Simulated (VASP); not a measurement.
# InSb3 (P6_3/mmc) in VASP: notebook, part 2 of 2

VASP 6.6.1. Earlier steps stand in the parts before.

### 3 Relaxation of cell and atoms, PBE

This run uses another cell than the first one, of 27.54 Å³/atom.

Contents of INCAR:

```
SYSTEM = InSb3
ALGO = Normal
EDIFF = 1E-7
EDIFFG = -0.01
ENCUT = 600
GGA = PE
IBRION = 2
ISIF = 3
ISMEAR = 0
LASPH = .True.
LCHARG = .False.
LREAL = .False.
LWAVE = .False.
NELM = 100
NSW = 100
PREC = Accurate
SIGMA = 0.1
```

Contents of KPOINTS:

```
k-points
0
Gamma
  6 6 8
  0 0 0
```

Contents of POSCAR:

```
InSb3
1.0
    6.8182333571      0.0000000000      0.0000000000
   -3.4091166786      5.9047632962      0.0000000000
    0.0000000000      0.0000000000      5.4726842701
In Sb
2 6
Direct
    0.3333333333      0.6666666667      0.2500000000
    0.6666666667      0.3333333333      0.7500000000
    0.8330000000      0.6660000000      0.2500000000
    0.1670000000      0.8330000000      0.7500000000
    0.3340000000      0.1670000000      0.2500000000
    0.1670000000      0.3340000000      0.7500000000
    0.8330000000      0.1670000000      0.2500000000
    0.6660000000      0.8330000000      0.7500000000
```

Potentials or basis: VASP PAW PBE potentials, release 64 (In_d, Sb).

The run is started by

```bash
$ cat potpaw_PBE.64/In_d/POTCAR potpaw_PBE.64/Sb/POTCAR > POTCAR
$ mpirun -np 1 vasp_std > vasp.out
```

OUTCAR:

```text
SYSTEM = InSb3
   EDIFF = 1E-7
   EDIFFG = -0.01
   ENCUT = 600
   GGA = PE
   IBRION = 2
   ISIF = 3
   ISMEAR = 0
   LASPH = .True.
   LREAL = .False.
   NELM = 100
   NSW = 100
   PREC = Accurate

 ion  position               nearest neighbor table
   1  0.333  0.667  0.250-   4 3.37   4 3.37   8 3.37   8 3.37   6 3.37   6 3.37   3 3.41   5 3.41
                             7 3.41   7 3.41   3 3.41   5 3.41
   2  0.667  0.333  0.750-   7 3.37   7 3.37   5 3.37   5 3.37   3 3.37   3 3.37   6 3.41   8 3.41
                             4 3.41   4 3.41   6 3.41   8 3.41
   3  0.833  0.666  0.250-   2 3.37   2 3.37   4 3.37   4 3.37   8 3.37   8 3.37   5 3.40   7 3.40
                             1 3.41   1 3.41   5 3.42   7 3.42
   4  0.167  0.833  0.750-   1 3.37   1 3.37   3 3.37   3 3.37   5 3.37   5 3.37   8 3.40   6 3.40
                             2 3.41   2 3.41   8 3.42   6 3.42
   5  0.334  0.167  0.250-   2 3.37   2 3.37   4 3.37   4 3.37   6 3.37   6 3.37   3 3.40   7 3.40
                             1 3.41   1 3.41   3 3.42   7 3.42
   6  0.167  0.334  0.750-   1 3.37   1 3.37   7 3.37   7 3.37   5 3.37   5 3.37   8 3.40   4 3.40
                             2 3.41   2 3.41   8 3.42   4 3.42
   7  0.833  0.167  0.250-   2 3.37   2 3.37   6 3.37   6 3.37   8 3.37   8 3.37   5 3.40   3 3.40
                             1 3.41   1 3.41   5 3.42   3 3.42
   8  0.666  0.833  0.750-   1 3.37   1 3.37   7 3.37   7 3.37   3 3.37   3 3.37   6 3.40   4 3.40
                             2 3.41   2 3.41   6 3.42   4 3.42

  LATTYP: Found a hexagonal cell.
 ALAT       =     6.8182333571
 C/A-ratio  =     0.8026542923

  Lattice vectors:

 A1 = (   6.8182333571,   0.0000000000,   0.0000000000)
 A2 = (  -3.4091166786,   5.9047632962,   0.0000000000)
 A3 = (   0.0000000000,   0.0000000000,   5.4726842701)

Analysis of symmetry for initial positions (statically):
=====================================================================
 Subroutine PRICEL returns:
 Original cell was already a primitive cell.

 Routine SETGRP: Setting up the symmetry group for a
 hexagonal supercell.

 Subroutine GETGRP returns: Found 24 space group operations
 (whereof 12 operations were pure point group operations)
 out of a pool of 24 trial point group operations.

The static configuration has the point symmetry D_3d.
 The point group associated with its full space group is D_6h.

Analysis of symmetry for dynamics (positions and initial velocities):
=====================================================================
 Subroutine PRICEL returns:
 Original cell was already a primitive cell.

 Routine SETGRP: Setting up the symmetry group for a
 hexagonal supercell.

 Subroutine GETGRP returns: Found 24 space group operations
 (whereof 12 operations were pure point group operations)
 out of a pool of 24 trial point group operations.

The dynamic configuration has the point symmetry D_3d.
 The point group associated with its full space group is D_6h.

 Subroutine INISYM returns: Found 24 space group operations
 (whereof 12 operations are pure point group operations),
 and found     1 'primitive' translations

----------------------------------------------------------------------------------------

                                     Primitive cell

  volume of cell :     220.3306

  direct lattice vectors                    reciprocal lattice vectors
     6.818233357  0.000000000  0.000000000     0.146665558  0.084677399  0.000000000
    -3.409116679  5.904763296  0.000000000     0.000000000  0.169354799  0.000000000
     0.000000000  0.000000000  5.472684270     0.000000000  0.000000000  0.182725688

  length of vectors
     6.818233357  6.818233357  5.472684270     0.169354799  0.169354799  0.182725688
[... 88 lines left out ...]
   LNONCOLLINEAR =      F non collinear calculations
   LSORBIT =      F    spin-orbit coupling
   LASPH  =      T    aspherical Exc in radial PAW
   ENCUT  =  600.0 eV  44.10 Ry    6.64 a.u.  13.62 13.62 10.93*2*pi/ulx,y,z
   NELM   =    100;   NELMIN=  2; NELMDL= -5     # of ELM steps
   EDIFF  = 0.1E-06   stopping-criterion for ELM
   LREAL  =      F    real-space projection
   EDIFFG = -.1E-01   stopping-criterion for IOM
   NSW    =    100    number of steps for IOM
   IBRION =      2    ionic relax: 0-MD 1-quasi-New 2-CG
   NFREE  =      1    steps in history (QN), initial steepest desc. (CG)
   ISIF   =      3    stress and relaxation
   ISYM   =      2    0-nonsym 1-usesym 2-fastsym
   POTIM  = 0.5000    time-step for ionic-motion
   TEBEG  =    0.0;   TEEND  =   0.0 temperature during run
   PSTRESS=    0.0 pullay stress
   NELECT =      56.0000    total number of electrons
   NUPDOWN=      -1.0000    fix difference up-down
   EMIN   =  10.00;   EMAX   =-10.00  energy-range for DOS
   EFERMI =   0.00;   METHOD = LEGACY
   ISMEAR =     0;   SIGMA  =   0.10  broadening in eV -4-tet -1-fermi 0-gaus
   EFERMI_NEDOS =   21; number of points for ismear=-14 and -15
   IALGO  =     38    algorithm
   IMIX   =      4    mixing-type and parameters
     AMIX     =   0.40;   BMIX     =  1.00
     AMIX_MAG =   1.60;   BMIX_MAG =  1.00
  volume/ion in A,a.u.               =      27.54       185.86
  Fermi-wavevector in a.u.,A,eV,Ry     =   1.037001  1.959648 14.631317  1.075371
  Thomas-Fermi vector in A             =   2.171418
   LORBIT       =      0    0 simple, 1 ext, 2 COOP (PROOUT), +10 PAW based schemes
   GGA     = PE    functional components
   LHFCALC =     F    Hartree Fock is set to
   AEXX    =    0.0000 exact exchange contribution
   IVDW    =     0    specifies the selected vdW correction
   LEPSILON=     F    determine dielectric tensor
   LRPA    =     F    only Hartree local field effects (RPA)
 conjugate gradient relaxation of ions
 non-spin polarized calculation
 Gauss-broadening in eV      SIGMA  =   0.10
  energy-cutoff  :      600.00
  volume of cell :      220.33
 maximum number of plane-waves:      7408
   NGX = 27   NGY = 27   NGZ = 21

--------------------------------------- Ionic step        1  -------------------------------------------

 number of electron      55.9999991 magnetization

 Free energy of the ion-electron system (eV)
  ---------------------------------------------------
  ext. energy  EPLUGINS =         0.00000000
  ---------------------------------------------------
  free energy    TOTEN  =       -28.54369961 eV

  energy without entropy =      -28.51497457  energy(sigma->0) =      -28.52933709

------------------------ aborting loop because EDIFF is reached ----------------------------------------

  FORCE on cell =-STRESS in cart. coord.  units (eV):
  Direction    XX          YY          ZZ          XY          YZ          ZX
  --------------------------------------------------------------------------------------
  -------------------------------------------------------------------------------------
  Total       -0.0965168     -0.0965168      0.1372966      0.0000000      0.0000000      0.0000000
  in kB       -0.7018413     -0.7018413      0.9983794      0.0000000      0.0000000      0.0000000
  external PRESSURE =      -0.1351010 kB  Pullay stress =       0.0000000 kB
[... 107 lines left out ...]
  FREE ENERGIE OF THE ION-ELECTRON SYSTEM (eV)
  ---------------------------------------------------
  free  energy   TOTEN  =       -28.5599696961 eV

  energy  without entropy=      -28.5339281777  energy(sigma->0) =      -28.54694894

 E-fermi :   7.8547     XC(G=0): -10.0207

 val. band max:        7.8268399359   @ k =   0.3333   0.0000   0.3750
 cond. band min:       7.8699113555   @ k =   0.5000   0.0000   0.3750
 fundamental gap:      0.0430714196
 Fermi energy:         7.8546666130

 k-point     1 :       0.0000    0.0000    0.0000
  band No.  band energies     occupation
      1      -6.6657      2.00000
      2      -6.6649      2.00000
      3      -6.6649      2.00000
      4      -6.6534      2.00000
      5      -6.6534      2.00000
      6      -6.6420      2.00000
[... 853 lines left out ...]
     32       9.1342      0.00000
     33       9.7395      0.00000

 [... further k-points ...]

[... ionic steps 4 to 17 ...]

--------------------------------------- Ionic step       18  -------------------------------------------

 number of electron      55.9999994 magnetization

------------------------ aborting loop because EDIFF is reached ----------------------------------------
[... 79 lines left out ...]
--------------------------------------- Ionic step       20  -------------------------------------------

 number of electron      55.9999994 magnetization

 Free energy of the ion-electron system (eV)
  ---------------------------------------------------
  ext. energy  EPLUGINS =         0.00000000
  ---------------------------------------------------
  free energy    TOTEN  =       -28.62892299 eV

  energy without entropy =      -28.60707223  energy(sigma->0) =      -28.61799761

 E-fermi :   7.5578     XC(G=0):  -9.9091

 val. band max:        7.5379967229   @ k =   0.3333   0.0000   0.3750
 cond. band min:       7.5706125816   @ k =   0.5000   0.0000   0.3750
 fundamental gap:      0.0326158587
 Fermi energy:         7.5577808791

 k-point     1 :       0.0000    0.0000    0.0000
  band No.  band energies     occupation
      1      -6.9532      2.00000
      2      -6.9519      2.00000
      3      -6.9519      2.00000
      4      -6.9420      2.00000
      5      -6.9420      2.00000
      6      -6.9325      2.00000
[... 890 lines left out ...]
  FREE ENERGIE OF THE ION-ELECTRON SYSTEM (eV)
  ---------------------------------------------------
  free  energy   TOTEN  =       -28.6289229904 eV

  energy  without entropy=      -28.6070722328  energy(sigma->0) =      -28.61799761

 reached required accuracy - stopping structural energy minimisation
```

Run time: 2 h. Hardware: 1 thread of Intel Xeon Platinum 8375C at 2.90GHz (Ice Lake), shared host; peak memory 0.57 GiB.

Results:

| Item | Value |
| --- | --- |
| Free energy | -28.6289 eV |
| Relaxed volume | 28.54 Å³/atom |
| Relaxed cell | a = 6.817 Å, b = 6.817 Å, c = 5.673 Å, α = 90.00°, β = 90.00°, γ = 120.00° |
| Space group after relaxing (to 0.1 Å) | P6_3/mmc (No. 194) |
| Energy gained by relaxing | 10.7 meV/atom |
| Ionic steps | 20 |
| Pressure after relaxing | 0.0 GPa |
| Largest force after relaxing | 0.009 eV/Å |
| Band gap on the k mesh | zero (bands 28 and 29 overlap by 2.44 eV) |

Forces in eV/Å, atoms in the order of the input:
```
In   0.000  0.000  0.000
In   0.000  0.000  0.000
Sb   0.000  0.009  0.000
Sb  -0.008  0.004  0.000
Sb  -0.008 -0.004  0.000
Sb   0.000 -0.009  0.000
Sb   0.008 -0.004  0.000
Sb   0.008  0.004  0.000
```

The path:
```csv
step,energy change (eV),largest force (eV/Å),pressure (GPa),volume (Å³)
1,0.0000,0.1230,-0.01,220.33
2,-0.0045,0.1205,0.02,220.26
3,-0.0163,0.1038,0.13,220.03
4,-0.0297,0.0558,0.49,219.58
5,-0.0348,0.0703,1.85,218.64
6,-0.0346,0.0400,0.86,219.27
7,-0.0385,0.0098,1.33,218.96
8,-0.0401,0.0090,1.32,219.09
9,-0.0446,0.0045,1.31,219.51
10,-0.0529,0.0138,1.29,220.35
11,-0.0627,0.0763,1.28,222.02
12,-0.0632,0.1093,1.29,222.67
13,-0.0708,0.0865,1.03,223.72
14,-0.0838,0.0196,0.29,226.90
15,-0.0850,0.0065,0.01,228.19
16,-0.0850,0.0087,-0.01,228.30
17,-0.0850,0.0091,-0.01,228.31
18,-0.0851,0.0101,-0.01,228.33
19,-0.0852,0.0120,-0.01,228.38
20,-0.0852,0.0090,0.01,228.33
```

Final structure:
```xyz
8
Lattice="6.8171 0.0000 0.0000 -3.4085 5.9037 0.0000 0.0000 0.0000 5.6735" Properties=species:S:1:pos:R:3 pbc="T T T"
In    0.0000    3.9358    1.4184
In    3.4085    1.9679    4.2551
Sb    3.4085    4.0884    1.4184
Sb   -1.8364    4.9961    4.2551
Sb    1.5722    0.9077    1.4184
Sb    0.0000    1.8154    4.2551
Sb    5.2449    0.9077    1.4184
Sb    1.8364    4.9961    4.2551
```

Caveat: spin-orbit coupling is left out, which moves the levels of the heavy elements.

### 4 Single point, PBE

This run uses another cell than the first one, of 27.54 Å³/atom.

Contents of INCAR:

```
SYSTEM = InSb3
PREC = Accurate
ENCUT = 520
EDIFF = 1E-6
ISMEAR = 0
SIGMA = 0.1
LREAL = .FALSE.
LASPH = .TRUE.
NELM = 100
ALGO = Normal
ISIF = 2
LWAVE = .FALSE.
LCHARG = .FALSE.
GGA = PE
NBANDS = 38
```

Contents of KPOINTS:

```
regular mesh
0
G
  3 3 4
  0 0 0
```

POSCAR is that of step 3.

Potentials or basis: VASP PAW PBE potentials, release 64 (In_d, Sb).

The run is started by

```bash
$ cat potpaw_PBE.64/In_d/POTCAR potpaw_PBE.64/Sb/POTCAR > POTCAR
$ mpirun -np 1 vasp_std > vasp.out
```

OUTCAR:

```text
SYSTEM = InSb3
   PREC = Accurate
   ENCUT = 520
   EDIFF = 1E-6
   ISMEAR = 0
   LREAL = .FALSE.
   LASPH = .TRUE.
   NELM = 100
   ISIF = 2
   GGA = PE

 ion  position               nearest neighbor table
   1  0.333  0.667  0.250-   4 3.37   4 3.37   8 3.37   8 3.37   6 3.37   6 3.37   3 3.41   5 3.41
                             7 3.41   7 3.41   3 3.41   5 3.41
   2  0.667  0.333  0.750-   7 3.37   7 3.37   5 3.37   5 3.37   3 3.37   3 3.37   6 3.41   8 3.41
                             4 3.41   4 3.41   6 3.41   8 3.41
   3  0.833  0.666  0.250-   2 3.37   2 3.37   4 3.37   4 3.37   8 3.37   8 3.37   5 3.40   7 3.40
                             1 3.41   1 3.41   5 3.42   7 3.42
   4  0.167  0.833  0.750-   1 3.37   1 3.37   3 3.37   3 3.37   5 3.37   5 3.37   8 3.40   6 3.40
                             2 3.41   2 3.41   8 3.42   6 3.42
   5  0.334  0.167  0.250-   2 3.37   2 3.37   4 3.37   4 3.37   6 3.37   6 3.37   3 3.40   7 3.40
                             1 3.41   1 3.41   3 3.42   7 3.42
   6  0.167  0.334  0.750-   1 3.37   1 3.37   7 3.37   7 3.37   5 3.37   5 3.37   8 3.40   4 3.40
                             2 3.41   2 3.41   8 3.42   4 3.42
   7  0.833  0.167  0.250-   2 3.37   2 3.37   6 3.37   6 3.37   8 3.37   8 3.37   5 3.40   3 3.40
[... 198 lines left out ...]
      3      -6.5857      2.00000
      4      -6.5736      2.00000
      5      -6.5736      2.00000
      6      -6.5714      2.00000
[... 358 lines left out ...]
     37      10.5236      0.00000
     38      10.5236      0.00000

------------------------ aborting loop because EDIFF is reached ----------------------------------------

  FORCE on cell =-STRESS in cart. coord.  units (eV):
  Direction    XX          YY          ZZ          XY          YZ          ZX
  --------------------------------------------------------------------------------------
  -------------------------------------------------------------------------------------
  Total        1.5453057      1.5453057     -3.1486680     -0.0000000      0.0000000      0.0000000
  in kB       11.2369965     11.2369965    -22.8961626     -0.0000000      0.0000000      0.0000000
  external PRESSURE =      -0.1407232 kB  Pullay stress =       0.0000000 kB

 VOLUME and BASIS-vectors are now :
 -----------------------------------------------------------------------------
  energy-cutoff  :      520.00
  volume of cell :      220.33
      direct lattice vectors                 reciprocal lattice vectors
     6.818233357  0.000000000  0.000000000     0.146665558  0.084677399  0.000000000
    -3.409116679  5.904763296  0.000000000     0.000000000  0.169354799  0.000000000
     0.000000000  0.000000000  5.472684270     0.000000000  0.000000000  0.182725688

 POSITION                                       TOTAL-FORCE (eV/Angst)
 -----------------------------------------------------------------------------------
     -0.00000      3.93651      1.36817         0.000000     -0.000000     -0.000000
      3.40912      1.96825      4.10451         0.000000     -0.000000     -0.000000
      3.40912      3.93257      1.36817        -0.000000      0.201032      0.000000
     -1.70115      4.91867      4.10451        -0.174099      0.100516      0.000000
      1.70797      0.98610      1.36817        -0.174099     -0.100516      0.000000
     -0.00000      1.97219      4.10451         0.000000     -0.201032     -0.000000
      5.11027      0.98610      1.36817         0.174099     -0.100516     -0.000000
      1.70115      4.91867      4.10451         0.174099      0.100516      0.000000
 -----------------------------------------------------------------------------------
    total drift:                                0.000000     -0.000000      0.000000

  FREE ENERGIE OF THE ION-ELECTRON SYSTEM (eV)
  ---------------------------------------------------
  free  energy   TOTEN  =       -28.2671256161 eV

  energy  without entropy=      -28.2304955528  energy(sigma->0) =      -28.24881058
```

stdout:

```text
POSCAR found type information on POSCAR InSb
 POSCAR found :  2 types and       8 ions
 scaLAPACK will be used
 LDA part: xc-table for (Slater+PW92), standard interpolation
 POSCAR, INCAR and KPOINTS ok, starting setup
 FFT: planning ... GRIDC
 FFT: planning ... GRID_SOFT
 FFT: planning ... GRID
 WAVECAR not read
 entering main loop
```

Run time: 2.2 min. Hardware: 1 thread of Intel Xeon Platinum 8375C at 2.90GHz (Ice Lake), shared host; peak memory 0.36 GiB.

Results:

- Free energy: -28.2671 eV
- Pressure: 0.0 GPa
- Largest force: 0.201 eV/Å
- Band gap on the k mesh: zero (bands 28 and 29 overlap by 1.66 eV)

Forces in eV/Å, atoms in the order of the input:
```
In   0.000  0.000  0.000
In   0.000  0.000  0.000
Sb   0.000  0.201  0.000
Sb  -0.174  0.101  0.000
Sb  -0.174 -0.101  0.000
Sb   0.000 -0.201  0.000
Sb   0.174 -0.101  0.000
Sb   0.174  0.101  0.000
```

Levels at points of the mesh, in eV from the Fermi level:
```
           k point  band 25  band 26  band 27  band 28  band 29  band 30  band 31  band 32
(0.00, 0.00, 0.00)    -2.03    -1.93    -1.76    -0.43     0.28     0.28     0.38     1.44
(0.00, 0.00, 0.50)     0.36     0.36     1.62     1.62     1.91     1.91     1.91     1.91
```

Caveat: spin-orbit coupling is left out, which moves the levels of the heavy elements.

### 5 The runs side by side

```csv
task,cell,k mesh,cutoff (eV),gap on the mesh (eV),pressure (GPa),largest force (eV/Å)
single point,"a = 6.828, b = 6.828, c = 5.680 Å, angles 90.0, 90.0, 120.0°, 8 atoms, atomic positions A",6 × 6 × 8,520,none,-0.1,-
relaxation of cell and atoms,"relaxed from a = 6.818, b = 6.818, c = 5.473 Å, angles 90.0, 90.0, 120.0°, 8 atoms, atomic positions B",6 × 6 × 8,600,none,0.0,0.01
single point,"a = 6.818, b = 6.818, c = 5.473 Å, angles 90.0, 90.0, 120.0°, 8 atoms, atomic positions B",3 × 3 × 4,520,none,0.0,0.20
```

Alike in all rows: level PBE; potentials or basis VASP PAW PBE potentials, release 64 (In_d, Sb); no spin polarisation; smearing gaussian 0.1 eV.

Caveats: spin-orbit coupling is left out, which moves the levels of the heavy elements.

Total energies depend on the potentials used, so only differences within one code and one set of settings carry meaning.
